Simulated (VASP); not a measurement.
# LiF in VASP: notebook

Aim: see how the results for LiF move with the level of theory and the settings. Levels: PBE, r2SCAN. Tasks: single point.

All numbers are computed with VASP 6.6.1; they aren't measurements. Logs are shortened: lines on timing, memory, paths and dates and some standing lists are left out, and cuts for length are marked.

## Step 1: The cell of the first run

Symmetry: Imm2, No. 44, orthorhombic system. The conventional cell has a = 2.995 Å, b = 3.071 Å, c = 4.289 Å, α = 90.00°, β = 90.00°, γ = 90.00°. Within 2.5 Å of Li (site symmetry mm2) lie 4 F at 1.85 to 1.86 Å. Within 2.5 Å of F (site symmetry mm2) lie 4 Li at 1.85 to 1.86 Å.

## Step 2: Single point, PBE (shear xy strain +2.5%)

The input, INCAR:

```
SYSTEM = LiF
PREC = Accurate ; ENCUT = 520
EDIFF = 1E-6 ; ISMEAR = -1
SIGMA = 0.02 ; LREAL = .False.
LASPH = .True. ; NELM = 100
ALGO = Normal ; ISIF = 2
LWAVE = .False. ; LCHARG = .False.
GGA = PE ; NBANDS = 12
```

The input, KPOINTS:

```
Automatic mesh
0
Gamma
  10 10 10
  0 0 0
```

The input, POSCAR:

```
LiF
1.0
    0.0268076318      2.1446105472      2.1446105472
    2.1446105472      0.0268076318      2.1446105472
    2.1714181791      2.1714181791      0.0000000001
Li F
1 1
Direct
    0.0024338183      0.0024338183     -0.0024338183
    0.2475661817      0.2475661817      0.2524338183
```

Potentials or basis: VASP PAW PBE potentials, release 64 (Li_sv, F).

Launch:

```sh
cat potpaw_PBE.64/Li_sv/POTCAR potpaw_PBE.64/F/POTCAR > POTCAR
mpirun -np 1 vasp_std > vasp.out
```

OUTCAR:

```text
SYSTEM = LiF
   PREC = Accurate
   ENCUT = 520
   EDIFF = 1E-6
   ISMEAR = -1
   LREAL = .False.
   LASPH = .True.
   NELM = 100
   ISIF = 2
   GGA = PE

 ion  position               nearest neighbor table
   1  0.002  0.002  0.998-   2 1.85   2 1.85   2 1.86   2 1.86
   2  0.248  0.248  0.252-   1 1.85   1 1.85   1 1.86   1 1.86

  LATTYP: Found a body centered orthorhombic cell.
 ALAT       =     2.9950256054
 B/A-ratio  =     1.0253164557
 C/A-ratio  =     1.4321149998

  Lattice vectors:

 A1 = (   2.1446105473,   0.0268076319,  -2.1446105471)
 A2 = (  -2.1446105472,  -0.0268076318,  -2.1446105472)
 A3 = (   0.0268076318,   2.1446105472,   2.1446105472)

Analysis of symmetry for initial positions (statically):
=====================================================================
 Subroutine PRICEL returns:
 Original cell was already a primitive cell.

 Routine SETGRP: Setting up the symmetry group for a
 body centered orthorhombic supercell.

 Subroutine GETGRP returns: Found  4 space group operations
 (whereof  4 operations were pure point group operations)
 out of a pool of  8 trial point group operations.

The static configuration has the point symmetry C_2v.

Analysis of symmetry for dynamics (positions and initial velocities):
=====================================================================
 Subroutine PRICEL returns:
 Original cell was already a primitive cell.

 Routine SETGRP: Setting up the symmetry group for a
 body centered orthorhombic supercell.

 Subroutine GETGRP returns: Found  4 space group operations
 (whereof  4 operations were pure point group operations)
 out of a pool of  8 trial point group operations.

The dynamic configuration has the point symmetry C_2v.

 Subroutine INISYM returns: Found  4 space group operations
 (whereof  4 operations are pure point group operations),
 and found     1 'primitive' translations

----------------------------------------------------------------------------------------

                                     Primitive cell

  volume of cell :      19.7246

  direct lattice vectors                    reciprocal lattice vectors
     0.026807632  2.144610547  2.144610547    -0.236093735  0.236093735  0.233142563
     2.144610547  0.026807632  2.144610547     0.236093735 -0.236093735  0.233142563
     2.171418179  2.171418179  0.000000000     0.230264260  0.230264260 -0.233142563

  length of vectors
     3.033055794  3.033055794  3.070849038     0.407229613  0.407229613  0.400498082

  position of ions in fractional coordinates (direct lattice)
     0.002433818  0.002433818  0.997566182
     0.247566182  0.247566182  0.252433818

  ion indices of the primitive-cell ions
   primitive index   ion index
                 1           1
                 2           2

----------------------------------------------------------------------------------------

 KPOINTS: Automatic mesh

Automatic generation of k-mesh.
 Grid dimensions read from file:
 generate k-points for:   10   10   10

 Generating k-lattice:

  Cartesian coordinates                     Fractional coordinates (reciprocal lattice)
    -0.023609373  0.023609373  0.023314256     0.100000000 -0.000000000 -0.000000000
     0.023609373 -0.023609373  0.023314256    -0.000000000  0.100000000 -0.000000000
     0.023026426  0.023026426 -0.023314256     0.000000000  0.000000000  0.100000000

  Length of vectors
     0.040722961  0.040722961  0.040049808

  Shift w.r.t. Gamma in fractional coordinates (k-lattice)
     0.000000000  0.000000000  0.000000000

 Subroutine IBZKPT returns following result:
 ===========================================

 Found    171 irreducible k-points:

 Following reciprocal coordinates:
            Coordinates               Weight
  0.000000  0.000000  0.000000      1.000000
  0.100000  0.000000  0.000000      4.000000
  0.200000  0.000000  0.000000      4.000000
  0.300000 -0.000000  0.000000      4.000000
  0.400000  0.000000 -0.000000      4.000000
  0.500000  0.000000 -0.000000      2.000000
[... 16 lines left out ...]
  0.300000  0.300000  0.000000      2.000000
  0.400000  0.300000  0.000000      4.000000
 [... further k-points ...]
   k-points           NKPTS =    171   k-points in BZ     NKDIM =    171   number of bands    NBANDS=     12
   number of dos      NEDOS =    301   number of ions     NIONS =      2
   total plane-waves  NPLWV =  13824
   dimension x,y,z NGX =    24 NGY =   24 NGZ =   24
   dimension x,y,z NGXF=    48 NGYF=   48 NGZF=   48
   ions per type =               1   1
   NGX,Y,Z   is equivalent  to a cutoff of  13.15, 13.15, 12.99 a.u.
   NGXF,Y,Z  is equivalent  to a cutoff of  26.31, 26.31, 25.99 a.u.
 SYSTEM =  LiF
   PREC   = accura    normal or accurate (medium, high low for compatibility)
   ISTART =      0    job   : 0-new  1-cont  2-samecut
   ICHARG =      2    charge: 1-file 2-atom 10-const
   ISPIN  =      1    spin polarized calculation?
   LNONCOLLINEAR =      F non collinear calculations
   LSORBIT =      F    spin-orbit coupling
   LASPH  =      T    aspherical Exc in radial PAW
   ENCUT  =  520.0 eV  38.22 Ry    6.18 a.u.   5.64  5.64  5.71*2*pi/ulx,y,z
   NELM   =    100;   NELMIN=  2; NELMDL= -5     # of ELM steps
   EDIFF  = 0.1E-05   stopping-criterion for ELM
   LREAL  =      F    real-space projection
[... 7 lines left out ...]
   TEBEG  =    0.0;   TEEND  =   0.0 temperature during run
   PSTRESS=    0.0 pullay stress
   NELECT =      10.0000    total number of electrons
   NUPDOWN=      -1.0000    fix difference up-down
   EMIN   =  10.00;   EMAX   =-10.00  energy-range for DOS
   EFERMI =   0.00;   METHOD = LEGACY
   ISMEAR =    -1;   SIGMA  =   0.02  broadening in eV -4-tet -1-fermi 0-gaus
   EFERMI_NEDOS =   21; number of points for ismear=-14 and -15
   IALGO  =     38    algorithm
   IMIX   =      4    mixing-type and parameters
     AMIX     =   0.40;   BMIX     =  1.00
     AMIX_MAG =   1.60;   BMIX_MAG =  1.00
  volume/ion in A,a.u.               =       9.86        66.55
  Fermi-wavevector in a.u.,A,eV,Ry     =   1.305386  2.466822 23.184778  1.704033
  Thomas-Fermi vector in A             =   2.436259
   LORBIT       =      0    0 simple, 1 ext, 2 COOP (PROOUT), +10 PAW based schemes
   GGA     = PE    functional components
   LHFCALC =     F    Hartree Fock is set to
   AEXX    =    0.0000 exact exchange contribution
   IVDW    =     0    specifies the selected vdW correction
   LEPSILON=     F    determine dielectric tensor
   LRPA    =     F    only Hartree local field effects (RPA)
 non-spin polarized calculation
  energy-cutoff  :      520.00
  volume of cell :       19.72
 maximum number of plane-waves:       544
   NGX = 11   NGY = 11   NGZ = 11

 number of electron      10.0000000 magnetization

 number of electron       9.9999993 magnetization

 Free energy of the ion-electron system (eV)
  ---------------------------------------------------
  ext. energy  EPLUGINS =         0.00000000
  ---------------------------------------------------
  free energy    TOTEN  =        -9.61619104 eV

  energy without entropy =       -9.61619104  energy(sigma->0) =       -9.61619104

 E-fermi :  -2.0207     XC(G=0):  -8.8663

 val. band max:       -2.4784285299   @ k =   0.0000   0.0000   0.0000
 cond. band min:       5.3893644894   @ k =   0.0000   0.0000   0.0000
 fundamental gap:      7.8677930193
 Fermi energy:        -2.0207193104

 k-point     1 :       0.0000    0.0000    0.0000
  band No.  band energies     occupation
      1     -42.8668      2.00000
      2     -21.8678      2.00000
      3      -2.5726      2.00000
      4      -2.5278      2.00000
      5      -2.4784      2.00000
      6       5.3894      0.00000
      7      16.6997      0.00000
      8      16.9703      0.00000
      9      17.2402      0.00000
     10      25.4359      0.00000
     11      25.6089      0.00000
     12      25.8172      0.00000

 k-point     2 :       0.1000    0.0000    0.0000
  band No.  band energies     occupation
      1     -42.8630      2.00000
      2     -21.8500      2.00000
      3      -2.7233      2.00000
      4      -2.5988      2.00000
      5      -2.5377      2.00000
      6       5.6768      0.00000
      7      16.7708      0.00000
      8      16.8705      0.00000
      9      17.1482      0.00000
     10      24.2165      0.00000
     11      24.3731      0.00000
     12      24.4558      0.00000

 k-point     3 :       0.2000    0.0000    0.0000
  band No.  band energies     occupation
      1     -42.8531      2.00000
      2     -21.8019      2.00000
      3      -3.2737      2.00000
      4      -2.6663      2.00000
      5      -2.6125      2.00000
      6       6.4601      0.00000
      7      16.0576      0.00000
      8      16.8579      0.00000
      9      17.1123      0.00000
     10      23.2049      0.00000
     11      23.5114      0.00000
     12      23.7158      0.00000
[... 286 lines left out ...]
 k-point    23 :       0.3000    0.3000    0.0000
  band No.  band energies     occupation
      1     -42.8336      2.00000
      2     -21.7133      2.00000
      3      -3.5866      2.00000
      4      -3.1331      2.00000
      5      -2.9898      2.00000
      6       7.4774      0.00000
      7      15.3700      0.00000
      8      16.5848      0.00000
      9      17.0484      0.00000
     10      18.1642      0.00000
     11      26.1921      0.00000
     12      29.7848      0.00000

 k-point    24 :       0.4000    0.3000    0.0000
  band No.  band energies     occupation
      1     -42.8259      2.00000
      2     -21.6752      2.00000
      3      -3.8172      2.00000
      4      -3.2207      2.00000
      5      -3.1061      2.00000
      6       7.9949      0.00000
      7      14.1506      0.00000
      8      16.6271      0.00000
      9      17.1335      0.00000
     10      18.7112      0.00000
     11      25.7433      0.00000
     12      29.1971      0.00000

 [... further k-points ...]

------------------------ aborting loop because EDIFF is reached ----------------------------------------

  FORCE on cell =-STRESS in cart. coord.  units (eV):
  Direction    XX          YY          ZZ          XY          YZ          ZX
  --------------------------------------------------------------------------------------
  -------------------------------------------------------------------------------------
  Total        0.3503708      0.3503708      0.3460165     -0.1105186     -0.0000000     -0.0000000
  in kB       28.4597455     28.4597455     28.1060569     -8.9771534     -0.0000000     -0.0000000
  external PRESSURE =      28.3418493 kB  Pullay stress =       0.0000000 kB

 VOLUME and BASIS-vectors are now :
 -----------------------------------------------------------------------------
  energy-cutoff  :      520.00
  volume of cell :       19.72
      direct lattice vectors                 reciprocal lattice vectors
     0.026807632  2.144610547  2.144610547    -0.236093735  0.236093735  0.233142563
     2.144610547  0.026807632  2.144610547     0.236093735 -0.236093735  0.233142563
     2.171418179  2.171418179  0.000000000     0.230264260  0.230264260 -0.233142563

 POSITION                                       TOTAL-FORCE (eV/Angst)
 -----------------------------------------------------------------------------------
      2.17142      2.17142      0.01044        -0.000000     -0.000000      0.002008
      1.08571      1.08571      1.06187         0.000000      0.000000     -0.002008
 -----------------------------------------------------------------------------------
    total drift:                                0.000000      0.000000     -0.000453

  FREE ENERGIE OF THE ION-ELECTRON SYSTEM (eV)
  ---------------------------------------------------
  free  energy   TOTEN  =        -9.6161910404 eV

  energy  without entropy=       -9.6161910404  energy(sigma->0) =       -9.61619104
```

It took 34 s on 1 thread of Intel Xeon 8259CL, shared host; peak memory 0.16 GiB.

What came out:

```yaml
Free_energy: -9.6162 eV
Band_gap_on_the_k_mesh: 7.87 eV
```

Forces on the atoms (eV/Å):
```
Li   0.000  0.000  0.002
F    0.000  0.000 -0.002
```

Levels at points of the mesh, in eV from the valence-band top:
| k point | band 2 | band 3 | band 4 | band 5 | band 6 | band 7 | band 8 | band 9 |
| --- | --- | --- | --- | --- | --- | --- | --- | --- |
| (0.00, 0.00, 0.00) | -19.39 | -0.09 | -0.05 | 0.00 | 7.87 | 19.18 | 19.45 | 19.72 |
| (0.50, 0.00, 0.00) | -19.19 | -2.05 | -0.36 | -0.32 | 11.97 | 14.98 | 18.90 | 19.00 |
| (0.50, 0.50, 0.00) | -19.15 | -1.46 | -0.94 | -0.77 | 10.55 | 15.94 | 19.25 | 19.71 |
| (0.00, 0.00, 0.50) | -19.22 | -2.04 | -0.30 | -0.26 | 11.85 | 14.88 | 19.18 | 19.28 |
| (0.50, 0.00, 0.50) | -19.15 | -1.46 | -0.85 | -0.85 | 10.55 | 15.93 | 19.48 | 19.48 |

Caveat: the cell differs from its parent crystal (shear xy strain +2.5%); the cutoff is under 1.25 times the usual one of these potentials, so pressure, stress and relaxed cells hold a basis-set (Pulay) error; the structure was generated, so it needn't be the stable form of LiF.

[end of part 1 of 2]
